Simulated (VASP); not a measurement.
# AsP (R3m) in VASP: notebook

Runs on AsP. Level: LDA. Tasks: single point.

Everything below comes from runs of VASP 6.6.1. Logs are shortened: lines on timing, memory, paths and dates and some standing lists are left out, and cuts for length are marked.

## 1. The cell of the first run

The structure is trigonal, space group R3m (No. 160). The conventional cell has a = 3.685 Å, b = 3.685 Å, c = 9.979 Å, α = 90.00°, β = 90.00°, γ = 120.00°. Within 3.2 Å of P (site symmetry 3m) lie 6 As at 2.45 to 3.00 Å. As (site symmetry 3m) has 6 P at 2.45 to 3.00 Å within 3.2 Å.

## 2. Single point, LDA

Contents of INCAR:

```
SYSTEM = AsP
ALGO = Normal ; EDIFF = 1E-6
ENCUT = 500 ; GGA_COMPAT = .FALSE.
ISIF = 2 ; ISMEAR = -1
LASPH = .TRUE. ; LCHARG = .TRUE.
LELF = .TRUE. ; LREAL = .FALSE.
LVHAR = .TRUE. ; LWAVE = .FALSE.
NBANDS = 12 ; NELM = 120
PREC = Accurate ; SIGMA = 0.1
```

Contents of KPOINTS:

```
k-points
0
G
  6 6 6
  0 0 0
```

Contents of POSCAR:

```
AsP
1.0
    1.8426300000      1.0638400000      3.3262700000
   -1.8426300000      1.0638400000      3.3262700000
    0.0000000000     -2.1276900000      3.3262700000
P As
1 1
Direct
    0.7725200000      0.7725200000      0.7725200000
    0.2274800000      0.2274800000      0.2274800000
```

Potentials or basis: VASP PAW LDA potentials, release 64 (P, As).

Run with:

```bash
$ cat potpaw_LDA.64/P/POTCAR potpaw_LDA.64/As/POTCAR > POTCAR
$ mpirun -np 1 vasp_std > vasp.out
```

OUTCAR:

```text
SYSTEM = AsP
   EDIFF = 1E-6
   ENCUT = 500
   ISIF = 2
   ISMEAR = -1
   LASPH = .TRUE.
   LREAL = .FALSE.
   NELM = 120
   PREC = Accurate

 ion  position               nearest neighbor table
   1  0.773  0.773  0.773-   2 2.45   2 2.45   2 2.45
   2  0.227  0.227  0.227-   1 2.45   1 2.45   1 2.45

  LATTYP: Found a trigonal (rhomboedric) cell.
 ALAT       =     3.9485583414
 COS(alpha) =     0.5644588911

  Lattice vectors:

 A1 = (   1.8426300000,   1.0638400000,   3.3262700000)
 A2 = (  -1.8426300000,   1.0638400000,   3.3262700000)
 A3 = (   0.0000000000,  -2.1276900000,   3.3262700000)

Analysis of symmetry for initial positions (statically):
=====================================================================
 Subroutine PRICEL returns:
 Original cell was already a primitive cell.

 Routine SETGRP: Setting up the symmetry group for a
 trigonal (rhombohedral) supercell.

 Subroutine GETGRP returns: Found  6 space group operations
 (whereof  6 operations were pure point group operations)
 out of a pool of 12 trial point group operations.

The static configuration has the point symmetry C_3v.

Analysis of symmetry for dynamics (positions and initial velocities):
=====================================================================
 Subroutine PRICEL returns:
 Original cell was already a primitive cell.

 Routine SETGRP: Setting up the symmetry group for a
 trigonal (rhombohedral) supercell.

 Subroutine GETGRP returns: Found  6 space group operations
 (whereof  6 operations were pure point group operations)
 out of a pool of 12 trial point group operations.

The dynamic configuration has the point symmetry C_3v.

 Subroutine INISYM returns: Found  6 space group operations
 (whereof  6 operations are pure point group operations),
 and found     1 'primitive' translations

----------------------------------------------------------------------------------------

                                     Primitive cell

  volume of cell :      39.1223

  direct lattice vectors                    reciprocal lattice vectors
     1.842630000  1.063840000  3.326270000     0.271351275  0.156664672  0.100212507
    -1.842630000  1.063840000  3.326270000    -0.271351275  0.156664672  0.100212507
     0.000000000 -2.127690000  3.326270000     0.000000000 -0.313329344  0.100212036

  length of vectors
     3.948558341  3.948558341  3.948561364     0.328964862  0.328964862  0.328964633

  position of ions in fractional coordinates (direct lattice)
     0.772520000  0.772520000  0.772520000
     0.227480000  0.227480000  0.227480000

[... 86 lines left out ...]
   PSTRESS=    0.0 pullay stress
   NELECT =      10.0000    total number of electrons
   NUPDOWN=      -1.0000    fix difference up-down
   EMIN   =  10.00;   EMAX   =-10.00  energy-range for DOS
   EFERMI =   0.00;   METHOD = LEGACY
   ISMEAR =    -1;   SIGMA  =   0.10  broadening in eV -4-tet -1-fermi 0-gaus
   EFERMI_NEDOS =   21; number of points for ismear=-14 and -15
   IALGO  =     38    algorithm
   IMIX   =      4    mixing-type and parameters
     AMIX     =   0.40;   BMIX     =  1.00
     AMIX_MAG =   1.60;   BMIX_MAG =  1.00
  volume/ion in A,a.u.               =      19.56       132.01
  Fermi-wavevector in a.u.,A,eV,Ry     =   1.038963  1.963355 14.686722  1.079444
  Thomas-Fermi vector in A             =   2.173471
   LORBIT       =      0    0 simple, 1 ext, 2 COOP (PROOUT), +10 PAW based schemes
   GGA     = CA    functional components
   LHFCALC =     F    Hartree Fock is set to
   AEXX    =    0.0000 exact exchange contribution
   IVDW    =     0    specifies the selected vdW correction
   LEPSILON=     F    determine dielectric tensor
   LRPA    =     F    only Hartree local field effects (RPA)
 non-spin polarized calculation
  energy-cutoff  :      500.00
  volume of cell :       39.12
 maximum number of plane-waves:      1017
 NGX is ok and might be reduce to    30
   NGX = 15   NGY = 15   NGZ = 15

 number of electron      10.0000000 magnetization

 Free energy of the ion-electron system (eV)
  ---------------------------------------------------
  ext. energy  EPLUGINS =         0.00000000
  ---------------------------------------------------
  free energy    TOTEN  =       -11.34808141 eV

  energy without entropy =      -11.34162397  energy(sigma->0) =      -11.34485269

 E-fermi :   6.4800     XC(G=0): -10.3442

 val. band max:        6.1400249048   @ k =   0.5000   0.0000   0.0000
 cond. band min:       6.5104493772   @ k =   0.3333   0.1667   0.1667
 fundamental gap:      0.3704244724
 Fermi energy:         6.4800419276

 k-point     1 :       0.0000    0.0000    0.0000
  band No.  band energies     occupation
      1      -8.7913      2.00000
      2       1.4589      2.00000
      3       3.9074      2.00000
      4       4.1008      2.00000
      5       4.1008      2.00000
      6       8.0306      0.00000
      7       9.2537      0.00000
      8       9.2537      0.00000
      9      12.7035      0.00000
     10      12.7035      0.00000
     11      13.4845      0.00000
     12      14.4690      0.00000
[... 331 lines left out ...]
 k-point    24 :      -0.3333    0.5000    0.1667
  band No.  band energies     occupation
      1      -5.5318      2.00000
      2      -3.5473      2.00000
      3      -0.0391      2.00000
      4       0.9752      2.00000
      5       4.1324      2.00000
      6       8.5661      0.00000
      7       9.9955      0.00000
      8      12.8029      0.00000
      9      13.0802      0.00000
     10      14.9104      0.00000
     11      17.9710      0.00000
     12      19.0462      0.00000

 [... further k-points ...]

------------------------ aborting loop because EDIFF is reached ----------------------------------------

  FORCE on cell =-STRESS in cart. coord.  units (eV):
  Direction    XX          YY          ZZ          XY          YZ          ZX
  --------------------------------------------------------------------------------------
  -------------------------------------------------------------------------------------
  Total       -1.2716537     -1.2716547     -1.0571889      0.0000000      0.0000011      0.0000000
  in kB      -52.0780693    -52.0781092    -43.2950861      0.0000000      0.0000434      0.0000000
  external PRESSURE =     -49.1504215 kB  Pullay stress =       0.0000000 kB

 VOLUME and BASIS-vectors are now :
 -----------------------------------------------------------------------------
  energy-cutoff  :      500.00
  volume of cell :       39.12
      direct lattice vectors                 reciprocal lattice vectors
     1.842630000  1.063840000  3.326270000     0.271351275  0.156664672  0.100212507
    -1.842630000  1.063840000  3.326270000    -0.271351275  0.156664672  0.100212507
     0.000000000 -2.127690000  3.326270000     0.000000000 -0.313329344  0.100212036

 POSITION                                       TOTAL-FORCE (eV/Angst)
 -----------------------------------------------------------------------------------
      0.00000     -0.00001      7.70883         0.000000     -0.000000      0.194668
      0.00000     -0.00000      2.26998         0.000000      0.000000     -0.194668
 -----------------------------------------------------------------------------------
    total drift:                                0.000000     -0.000004     -0.000096

  FREE ENERGIE OF THE ION-ELECTRON SYSTEM (eV)
  ---------------------------------------------------
  free  energy   TOTEN  =       -11.3480814085 eV

  energy  without entropy=      -11.3416239693  energy(sigma->0) =      -11.34485269
```

OSZICAR:

```text
N       E                     dE             d eps       ncg     rms          rms(c)
DAV:   1     0.224058296228E+02    0.22406E+02   -0.41662E+03   768   0.676E+02
DAV:   2    -0.100518406010E+02   -0.32458E+02   -0.31155E+02  1044   0.107E+02
DAV:   3    -0.114063794219E+02   -0.13545E+01   -0.13472E+01  1024   0.222E+01
DAV:   4    -0.114146506893E+02   -0.82713E-02   -0.82700E-02   876   0.205E+00
DAV:   5    -0.114147091933E+02   -0.58504E-04   -0.58503E-04  1016   0.177E-01    0.475E+00
DAV:   6    -0.113639694581E+02    0.50740E-01   -0.10427E-01   872   0.116E+00    0.285E+00
DAV:   7    -0.113490496459E+02    0.14920E-01   -0.19509E-02   952   0.767E-01    0.655E-01
DAV:   8    -0.113480759838E+02    0.97366E-03   -0.17071E-03   904   0.209E-01    0.734E-02
DAV:   9    -0.113480795444E+02   -0.35606E-05   -0.14887E-04   920   0.775E-02    0.451E-02
DAV:  10    -0.113480808161E+02   -0.12717E-05   -0.91620E-06   996   0.169E-02    0.163E-02
DAV:  11    -0.113480814085E+02   -0.59245E-06   -0.29196E-06   716   0.756E-03
   1 F= -.11348081E+02 E0= -.11344853E+02  d E =-.645744E-02
```

stdout:

```text
POSCAR found type information on POSCAR P As
 POSCAR found :  2 types and       2 ions
 scaLAPACK will be used
 LDA part: xc-table for (Slater(with rela. corr.)+CA(PZ))
 , standard interpolation
 POSCAR, INCAR and KPOINTS ok, starting setup
 FFT: planning ... GRIDC
 FFT: planning ... GRID_SOFT
 FFT: planning ... GRID
 WAVECAR not read
 entering main loop
```

Run time: 18 s. Hardware: 1 thread of Intel Xeon 8259CL, shared host; peak memory 0.15 GiB.

Results:

* Free energy: -11.3481 eV
* Pressure: -4.9 GPa
* Largest force: 0.195 eV/Å
* Band gap on the k mesh: zero (bands 5 and 6 overlap by 0.37 eV)

Forces in eV/Å, atoms in the order of the input:
```
P    0.000  0.000  0.195
As   0.000  0.000 -0.195
```

Stress tensor (GPa, compression positive):
```
-5.21  0.00  0.00
 0.00 -5.21  0.00
 0.00  0.00 -4.33
```

Levels at points of the mesh, in eV from the Fermi level:
```tsv
k point	band 3	band 4	band 5	band 6	band 7	band 8
(0.00, 0.00, 0.00)	-2.57	-2.38	-2.38	1.55	2.77	2.77
(0.50, 0.00, 0.00)	-3.09	-2.78	-0.47	-0.34	0.20	0.89
(0.50, 0.50, 0.00)	-6.33	-4.56	-4.52	1.03	5.45	6.72
(0.50, 0.50, 0.50)	-2.15	-2.15	-0.62	0.26	0.26	1.72
```

Caveat: the cell stands under tension; semilocal functionals underestimate gaps, and a narrow one can read as zero.

## 3. Single point, LDA, non-collinear spin, zero start, spin-orbit coupling

Contents of INCAR:

```
SYSTEM = AsP
ALGO = Normal
EDIFF = 1E-6
ENCUT = 500
GGA_COMPAT = .FALSE.
ISIF = 2
ISMEAR = -1
LASPH = .TRUE.
LCHARG = .FALSE.
LORBIT = 11
LORBMOM = .TRUE.
LREAL = .FALSE.
LSORBIT = .TRUE.
LWAVE = .FALSE.
MAGMOM = 0 0 0 0 0 0
NBANDS = 22
NELM = 200
PREC = Accurate
SIGMA = 0.1
```

KPOINTS is that of step 2.

POSCAR is that of step 2.

Potentials or basis: VASP PAW LDA potentials, release 64 (P, As).

Run with:

```bash
$ cat potpaw_LDA.64/P/POTCAR potpaw_LDA.64/As/POTCAR > POTCAR
$ mpirun -np 1 vasp_ncl > vasp.out
```

OUTCAR:

```text
SYSTEM = AsP
   EDIFF = 1E-6
   ENCUT = 500
   ISIF = 2
   ISMEAR = -1
   LASPH = .TRUE.
   LORBIT = 11
   LREAL = .FALSE.
   LSORBIT = .TRUE.
   NELM = 200
   PREC = Accurate

 ion  position               nearest neighbor table
   1  0.773  0.773  0.773-   2 2.45   2 2.45   2 2.45
   2  0.227  0.227  0.227-   1 2.45   1 2.45   1 2.45

  LATTYP: Found a trigonal (rhomboedric) cell.
 ALAT       =     3.9485583414
 COS(alpha) =     0.5644588911

  Lattice vectors:

 A1 = (   1.8426300000,   1.0638400000,   3.3262700000)
 A2 = (  -1.8426300000,   1.0638400000,   3.3262700000)
 A3 = (   0.0000000000,  -2.1276900000,   3.3262700000)

Analysis of symmetry for initial positions (statically):
=====================================================================
 Subroutine PRICEL returns:
 Original cell was already a primitive cell.

 Routine SETGRP: Setting up the symmetry group for a
 trigonal (rhombohedral) supercell.

 Subroutine GETGRP returns: Found  6 space group operations
 (whereof  6 operations were pure point group operations)
 out of a pool of 12 trial point group operations.

The static configuration has the point symmetry C_3v.

Analysis of symmetry for dynamics (positions and initial velocities):
=====================================================================
 Subroutine PRICEL returns:
 Original cell was already a primitive cell.

 Routine SETGRP: Setting up the symmetry group for a
 trigonal (rhombohedral) supercell.

 Subroutine GETGRP returns: Found  6 space group operations
 (whereof  6 operations were pure point group operations)
 out of a pool of 12 trial point group operations.

The dynamic configuration has the point symmetry C_3v.

Analysis of structural, dynamic, and magnetic symmetry:
=====================================================================
 Subroutine PRICEL returns:
 Original cell was already a primitive cell.

 Routine SETGRP: Setting up the symmetry group for a
[... 811 lines left out ...]
 # of ion     p       d       tot
 ----------------------------------------
  1        -0.000   0.000  -0.000
  2         0.000  -0.000   0.000
 ----------------------------------------
           -0.000  -0.000  -0.000

 orbital moment (z)

 # of ion     p       d       tot
 ----------------------------------------
  1         0.000   0.000   0.000
  2         0.000   0.000   0.000
 ----------------------------------------
            0.000   0.000   0.000

 Spin-Orbit-Coupling matrix elements

 Ion:    1  E_soc:     -0.0012166
 l=   1
     0.0000000    -0.0002062    -0.0001958
    -0.0002062     0.0000000    -0.0002062
    -0.0001958    -0.0002062     0.0000000
 l=   2
     0.0000000     0.0000000     0.0000000     0.0000000     0.0000000
     0.0000000     0.0000000     0.0000000     0.0000000     0.0000000
     0.0000000     0.0000000     0.0000000     0.0000000     0.0000000
     0.0000000     0.0000000     0.0000000     0.0000000     0.0000000
     0.0000000     0.0000000     0.0000000     0.0000000     0.0000000
 l=   3
     0.0000000     0.0000000     0.0000000     0.0000000     0.0000000     0.0000000     0.0000000
     0.0000000     0.0000000     0.0000000     0.0000000     0.0000000     0.0000000     0.0000000
     0.0000000     0.0000000     0.0000000     0.0000000     0.0000000     0.0000000     0.0000000
     0.0000000     0.0000000     0.0000000     0.0000000     0.0000000     0.0000000     0.0000000
     0.0000000     0.0000000     0.0000000     0.0000000     0.0000000     0.0000000     0.0000000
     0.0000000     0.0000000     0.0000000     0.0000000     0.0000000     0.0000000     0.0000000
     0.0000000     0.0000000     0.0000000     0.0000000     0.0000000     0.0000000     0.0000000

 Ion:    2  E_soc:     -0.0246727
 l=   1
     0.0000000    -0.0041904    -0.0039230
    -0.0041904     0.0000000    -0.0041904
    -0.0039230    -0.0041904     0.0000000
 l=   2
     0.0000000    -0.0000023     0.0000000    -0.0000023    -0.0000113
    -0.0000023     0.0000000    -0.0000059    -0.0000006    -0.0000023
     0.0000000    -0.0000059     0.0000000    -0.0000059     0.0000000
    -0.0000023    -0.0000006    -0.0000059     0.0000000    -0.0000023
    -0.0000113    -0.0000023     0.0000000    -0.0000023     0.0000000
 l=   3
     0.0000000     0.0000000     0.0000000     0.0000000     0.0000000     0.0000000     0.0000000
     0.0000000     0.0000000     0.0000000     0.0000000     0.0000000     0.0000000     0.0000000
     0.0000000     0.0000000     0.0000000     0.0000000     0.0000000     0.0000000     0.0000000
     0.0000000     0.0000000     0.0000000     0.0000000     0.0000000     0.0000000     0.0000000
     0.0000000     0.0000000     0.0000000     0.0000000     0.0000000     0.0000000     0.0000000
     0.0000000     0.0000000     0.0000000     0.0000000     0.0000000     0.0000000     0.0000000
     0.0000000     0.0000000     0.0000000     0.0000000     0.0000000     0.0000000     0.0000000

 total charge

# of ion       s       p       d       tot
------------------------------------------
    1        1.112   1.301   0.000   2.413
    2        1.313   1.329   0.060   2.702
--------------------------------------------------
tot          2.425   2.630   0.060   5.114

 magnetization (x)

# of ion       s       p       d       tot
------------------------------------------
    1        0.000   0.000   0.000   0.000
    2        0.000   0.000   0.000   0.000
--------------------------------------------------
tot          0.000   0.000   0.000   0.000

 magnetization (y)

# of ion       s       p       d       tot
------------------------------------------
    1       -0.000   0.000   0.000  -0.000
    2       -0.000  -0.000   0.000  -0.000
--------------------------------------------------
tot         -0.000  -0.000   0.000  -0.000

 magnetization (z)

# of ion       s       p       d       tot
------------------------------------------
    1        0.000   0.000   0.000   0.000
    2        0.000   0.000   0.000   0.000
--------------------------------------------------
tot          0.000   0.000   0.000   0.000
```

OSZICAR:

```text
N       E                     dE             d eps       ncg     rms          rms(c)
DAV:   1     0.275925285206E+02    0.27593E+02   -0.38941E+03  2464   0.746E+02
DAV:   2    -0.937321436955E+01   -0.36966E+02   -0.34941E+02  3344   0.131E+02
DAV:   3    -0.114104017551E+02   -0.20372E+01   -0.20180E+01  3110   0.288E+01
DAV:   4    -0.114269964699E+02   -0.16595E-01   -0.16589E-01  2918   0.313E+00
DAV:   5    -0.114271546308E+02   -0.15816E-03   -0.15816E-03  2998   0.310E-01    0.475E+00
DAV:   6    -0.113766238228E+02    0.50531E-01   -0.47766E-02  2856   0.126E+00    0.285E+00
DAV:   7    -0.113619196551E+02    0.14704E-01   -0.20402E-02  2904   0.853E-01    0.645E-01
DAV:   8    -0.113609101839E+02    0.10095E-02   -0.13359E-03  2872   0.241E-01    0.128E-01
DAV:   9    -0.113609153118E+02   -0.51279E-05   -0.18451E-04  2932   0.956E-02    0.645E-02
DAV:  10    -0.113609160316E+02   -0.71987E-06   -0.18396E-05  2880   0.285E-02    0.249E-02
DAV:  11    -0.113609167584E+02   -0.72676E-06   -0.55991E-06  2864   0.155E-02
   1 F= -.11360917E+02 E0= -.11357687E+02  d E =-.645954E-02  mag=     0.0000     0.0000    -0.0000
```

Wall time 2.1 min (1 thread of Intel Xeon 8259CL, shared host); peak memory 0.27 GiB.

What came out:

```
Free energy                                           : -11.3609 eV
Pressure                                              : -4.9 GPa
Largest force                                         : 0.193 eV/Å
Net moment                                            : 0.00 μB per cell
Valence electrons inside the program's atomic spheres : P 2.41; As 2.70
```

Forces in eV/Å, atoms in the order of the input:
```
P    0.000  0.000  0.193
As   0.000  0.000 -0.193
```

Stress tensor (GPa, compression positive):
```
-5.19  0.00  0.00
 0.00 -5.19  0.00
 0.00  0.00 -4.32
```

Moments on the atoms (μB; x, y, z):
```
P   0.00 0.00 0.00
As  0.00 0.00 0.00
```

Caveat: the cell stands under tension.

The gap in the log of VASP goes by the Fermi energy; the results here count the filled bands.